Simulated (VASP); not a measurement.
# H3C2N in VASP: further runs, part 2 of 3

VASP 6.6.1. The steps go on from the part before.

## Step 3: Single point, PBE+D3(BJ)

INCAR

```
SYSTEM = H3C2N
PREC = Accurate
ENCUT = 520
EDIFF = 1E-6
ISMEAR = -1
SIGMA = 0.05
LREAL = Auto
LASPH = .True.
NELM = 80
ALGO = Normal
ISIF = 2
LWAVE = .False.
LCHARG = .False.
GGA = PE
IVDW = 12
NBANDS = 72
```

KPOINTS

```
regular mesh
0
Gamma
  1 1 1
  0 0 0
```

POSCAR

```
H3C2N
1.0
    8.3116590000      0.0000000000      0.0000000000
    0.0000000000      8.3116590000      0.0000000000
    0.0000000000      0.0000000000      8.3116590000
C N H
12 6 18
Direct
    1.0177149953      0.2064569781      0.4708446292
    1.0122287259      0.2331905099      0.6351078647
    0.4580072402      0.7777027426      0.2213998433
    0.4101347276      0.6317992593      0.3189375310
    0.1387328330      0.7939570187      0.5910252093
    0.1668740260      0.7449776272      0.7601490870
    0.5049894371      0.3741130381      0.7617492489
    0.4812035720      0.2072149495      0.7005580956
    0.7881819983      0.4180753806      0.1232124658
    0.8421664075      0.5590821279      0.2056027563
    0.8604780345      0.9003377063      0.9520602325
    0.7402613606      0.8222425872      0.8643280481
    0.9906806812      0.2748909694      0.7641916012
    0.3677484844      0.5183441717      0.3895251237
    0.2170084215      0.7291925715      0.8921083023
    0.4386127968      0.0803449708      0.6453705572
    0.8941656533      0.6780234848      0.2624265505
    0.6462368102      0.7412479266      0.7953887425
    1.0509574563      0.3212595704      0.4112055126
    1.0935482315      0.1062603747      0.4438223464
    0.8932031499      0.1685102818      0.4354365356
    0.3781435210      0.8687315011      0.2594427899
    0.5853223767      0.8080697247      0.2374014622
    0.4315023030      0.7765236760      0.0920514184
    0.2305556568      0.8814365459      0.5649533986
    0.1301665528      0.6849896032      0.5194510506
    0.0194666312      0.8518636292      0.5783923522
    0.3965393672      0.4088233167      0.8234216538
    0.5991583630      0.3696734912      0.8502634673
    0.5371972070      0.4573936443      0.6721522141
    0.7176906560      0.4618692851      0.0184920965
    0.8882823513      0.3564029756      0.0643433519
    0.7028320098      0.3546464069      0.1969281945
    0.9148233824      0.8391826469      1.0569851338
    0.9444444244      0.9241115402      0.8482903353
    0.8241435314      1.0098465300      1.0046851056
```

Potentials or basis: VASP PAW PBE potentials, release 64 (C, N, H).

Command:

```bash
> cat potpaw_PBE.64/C/POTCAR potpaw_PBE.64/N/POTCAR potpaw_PBE.64/H/POTCAR > POTCAR
> mpirun -np 1 vasp_gam > vasp.out
```

OUTCAR:

```text
SYSTEM = H3C2N
   PREC = Accurate
   ENCUT = 520
   EDIFF = 1E-6
   ISMEAR = -1
   LREAL = Auto
   LASPH = .True.
   NELM = 80
   ISIF = 2
   GGA = PE
   IVDW = 12
 IVDW          = 12

 ion  position               nearest neighbor table
   1  0.018  0.206  0.471-  20 1.07  19 1.11  21 1.12   2 1.38
   2  0.012  0.233  0.635-  13 1.14   1 1.38
   3  0.458  0.778  0.221-  22 1.06  23 1.10  24 1.10   4 1.51
   4  0.410  0.632  0.319-  14 1.17   3 1.51
   5  0.139  0.794  0.591-  25 1.08  26 1.09  27 1.11   6 1.48
   6  0.167  0.745  0.760-  15 1.18   5 1.48
   7  0.505  0.374  0.762-  30 1.05  29 1.07  28 1.08   8 1.49
   8  0.481  0.207  0.701-  16 1.20   7 1.49
   9  0.788  0.418  0.123-  33 1.08  32 1.09  31 1.11  10 1.43
  10  0.842  0.559  0.206-  17 1.18   9 1.43
  11  0.860  0.900  0.952-  36 1.05  34 1.11  35 1.13  12 1.40
  12  0.740  0.822  0.864-  18 1.18  11 1.40
  13  0.991  0.275  0.764-   2 1.14
  14  0.368  0.518  0.390-   4 1.17
  15  0.217  0.729  0.892-   6 1.18
  16  0.439  0.080  0.645-   8 1.20
  17  0.894  0.678  0.262-  10 1.18
[... 17 lines left out ...]
  35  0.944  0.924  0.848-  11 1.13
  36  0.824  0.010  0.005-  11 1.05

  LATTYP: Found a simple cubic cell.
 ALAT       =     8.3116590000

  Lattice vectors:

 A1 = (   8.3116590000,   0.0000000000,   0.0000000000)
 A2 = (   0.0000000000,   8.3116590000,   0.0000000000)
 A3 = (   0.0000000000,   0.0000000000,   8.3116590000)

Analysis of symmetry for initial positions (statically):
=====================================================================
 Subroutine PRICEL returns:
 Original cell was already a primitive cell.

 Routine SETGRP: Setting up the symmetry group for a
 simple cubic supercell.

 Subroutine GETGRP returns: Found  1 space group operations
 (whereof  1 operations were pure point group operations)
 out of a pool of 48 trial point group operations.

The static configuration has the point symmetry C_1 .

Analysis of symmetry for dynamics (positions and initial velocities):
[... 180 lines left out ...]
   GGA     = PE    functional components
   LHFCALC =     F    Hartree Fock is set to
   AEXX    =    0.0000 exact exchange contribution
   IVDW    =    12    specifies the selected vdW correction
   LEPSILON=     F    determine dielectric tensor
   LRPA    =     F    only Hartree local field effects (RPA)
 non-spin polarized calculation
  energy-cutoff  :      520.00
  volume of cell :      574.20
 maximum number of plane-waves:      7758
 NGX is ok and might be reduce to    64
   NGX = 31   NGY = 31   NGZ = 31

 number of electron      96.0000005 magnetization

 Free energy of the ion-electron system (eV)
  ---------------------------------------------------
  ext. energy  EPLUGINS =         0.00000000
  ---------------------------------------------------
  free energy    TOTEN  =      -219.78512148 eV

  energy without entropy =     -219.78512148  energy(sigma->0) =     -219.78512148

 E-fermi :  -3.4161     XC(G=0):  -5.8475

 val. band max:       -4.6941070926   @ k =   0.0000   0.0000   0.0000
 cond. band min:       1.1741687925   @ k =   0.0000   0.0000   0.0000
 fundamental gap:      5.8682758851
 Fermi energy:        -3.4161243401

 k-point     1 :       0.0000    0.0000    0.0000
  band No.  band energies     occupation
      1     -20.2242      2.00000
      2     -20.0863      2.00000
      3     -19.7976      2.00000
      4     -19.5050      2.00000
      5     -19.4312      2.00000
      6     -19.2564      2.00000
[... 52 lines left out ...]
     59       2.5430      0.00000
     60       2.6738      0.00000
 [bands above 60 left out]

------------------------ aborting loop because EDIFF is reached ----------------------------------------

 Edisp (eV)   -1.45365

 E8    (eV) :    -0.3448

  FORCE on cell =-STRESS in cart. coord.  units (eV):
  Direction    XX          YY          ZZ          XY          YZ          ZX
  --------------------------------------------------------------------------------------
  -------------------------------------------------------------------------------------
  Total       1.34098    -2.38471     2.60860    -3.65110     2.35269    -2.47396
  in kB       3.74171    -6.65399     7.27871   -10.18759     6.56465    -6.90303
  external pressure =        1.46 kB  Pullay stress =        0.00 kB

 VOLUME and BASIS-vectors are now :
 -----------------------------------------------------------------------------
  energy-cutoff  :      520.00
  volume of cell :      574.20
      direct lattice vectors                 reciprocal lattice vectors
     8.311659000  0.000000000  0.000000000     0.120312924  0.000000000  0.000000000
     0.000000000  8.311659000  0.000000000     0.000000000  0.120312924  0.000000000
     0.000000000  0.000000000  8.311659000     0.000000000  0.000000000  0.120312924

 POSITION                                       TOTAL-FORCE (eV/Angst)
 -----------------------------------------------------------------------------------
      0.14724      1.71600      3.91350        -1.185838      0.011335     -2.008697
      0.10164      1.93820      5.27880        -0.001807      0.202394     -0.140551
      3.80680      6.46400      1.84020         0.083714     -1.647519      0.376180
      3.40890      5.25130      2.65090         0.576016      1.058021     -1.658969
      1.15310      6.59910      4.91240        -1.378421     -0.628792      1.542064
      1.38700      6.19200      6.31810         1.086423      0.575580      0.838141
[... 28 lines left out ...]
      7.84990      7.68090      7.05070         0.340867      0.318635      1.315536
      6.85000      0.08184      0.03894        -0.678290      1.661598      0.137723
 -----------------------------------------------------------------------------------
    total drift:                                0.004426     -0.006241      0.010741

  FREE ENERGIE OF THE ION-ELECTRON SYSTEM (eV)
  ---------------------------------------------------
  free  energy   TOTEN  =      -221.2387724874 eV

  energy  without entropy=     -221.2387724873  energy(sigma->0) =     -221.23877249
```

OSZICAR:

```text
N       E                     dE             d eps       ncg     rms          rms(c)
DAV:   1     0.734238021855E+03    0.73424E+03   -0.45673E+04   144   0.116E+03
DAV:   2    -0.142166727321E+03   -0.87640E+03   -0.84059E+03   200   0.270E+02
DAV:   3    -0.240217771581E+03   -0.98051E+02   -0.97366E+02   184   0.969E+01
DAV:   4    -0.242786733413E+03   -0.25690E+01   -0.25586E+01   176   0.189E+01
DAV:   5    -0.242864358005E+03   -0.77625E-01   -0.77569E-01   184   0.299E+00    0.268E+01
DAV:   6    -0.223702544580E+03    0.19162E+02   -0.36709E+01   176   0.184E+01    0.144E+01
DAV:   7    -0.220412727904E+03    0.32898E+01   -0.71512E+00   176   0.903E+00    0.738E+00
DAV:   8    -0.219835221483E+03    0.57751E+00   -0.16070E+00   184   0.457E+00    0.293E+00
DAV:   9    -0.219785851719E+03    0.49370E-01   -0.22694E-01   176   0.171E+00    0.761E-01
DAV:  10    -0.219784375212E+03    0.14765E-02   -0.31121E-02   160   0.741E-01    0.317E-01
DAV:  11    -0.219785203499E+03   -0.82829E-03   -0.98205E-03   160   0.421E-01    0.174E-01
DAV:  12    -0.219785376449E+03   -0.17295E-03   -0.22691E-03   168   0.249E-01    0.930E-02
DAV:  13    -0.219785187684E+03    0.18877E-03   -0.23160E-03   160   0.232E-01    0.534E-02
DAV:  14    -0.219785182405E+03    0.52784E-05   -0.79422E-04   160   0.111E-01    0.347E-02
DAV:  15    -0.219785139046E+03    0.43359E-04   -0.11704E-04   160   0.430E-02    0.178E-02
DAV:  16    -0.219785123851E+03    0.15194E-04   -0.27392E-05   160   0.222E-02    0.649E-03
DAV:  17    -0.219785122236E+03    0.16154E-05   -0.94606E-06   192   0.124E-02    0.390E-03
DAV:  18    -0.219785121476E+03    0.75982E-06   -0.14626E-06   112   0.512E-03
   1 F= -.22123877E+03 E0= -.22123877E+03  d E =-.283850E-10
```

stdout:

```text
POSCAR found type information on POSCAR C N H
 POSCAR found :  3 types and      36 ions
 scaLAPACK will be used
 LDA part: xc-table for (Slater+PW92), standard interpolation
 POSCAR, INCAR and KPOINTS ok, starting setup
 FFT: planning ... GRIDC
 FFT: planning ... GRID_SOFT
 FFT: planning ... GRID
 WAVECAR not read
 entering main loop
```

It took 86 s on 1 thread of Intel Xeon Platinum 8259CL at 2.50GHz (Skylake/Cascade Lake), shared host; peak memory 0.6 GiB.

What came out:

```
Free energy                : -221.2388 eV
Pressure                   : 0.1 GPa
Largest force              : 3.780 eV/Å
Band gap on the k mesh     : 5.87 eV
Dispersion energy per atom : -0.040 eV
```

Forces in eV/Å, atoms in the order of the input:
```
C   -1.186  0.011 -2.009
C   -0.002  0.202 -0.141
C    0.084 -1.648  0.376
C    0.576  1.058 -1.659
C   -1.378 -0.629  1.542
C    1.086  0.576  0.838
C   -0.164 -2.480  0.495
C   -1.549 -2.104 -1.559
C   -0.493  0.894 -1.253
C    1.121  1.642  0.717
C    1.998  0.348 -0.725
C   -2.704 -2.487 -0.477
N   -0.273  0.595  3.050
N    0.040 -0.030  0.113
N   -0.856 -0.182 -1.434
N    1.317  3.233  1.449
N   -0.611 -1.193 -0.260
N    0.960  0.934  0.492
H    0.106 -0.562 -0.149
H    0.865 -0.443 -0.560
H    0.500  0.307 -0.138
H   -0.558  1.465  0.879
H   -0.106  0.034  0.326
H   -0.011 -0.976 -0.084
H    0.720  0.159 -0.510
H    0.462 -0.008 -0.547
H    0.133 -0.078  0.172
H   -0.676  0.364  0.173
H    0.613  0.059  0.433
H    0.236  0.934 -1.229
H    0.040  0.056  0.223
H    0.125 -0.555  0.373
H   -0.094 -0.902  0.389
H    0.015 -0.577 -0.757
H    0.341  0.319  1.316
H   -0.678  1.662  0.138
```

Caveat: the k points lie up to 0.76 Å⁻¹ apart; the atoms stand as in a frame of molecular dynamics.

(Part 2 of 3 ends here.)
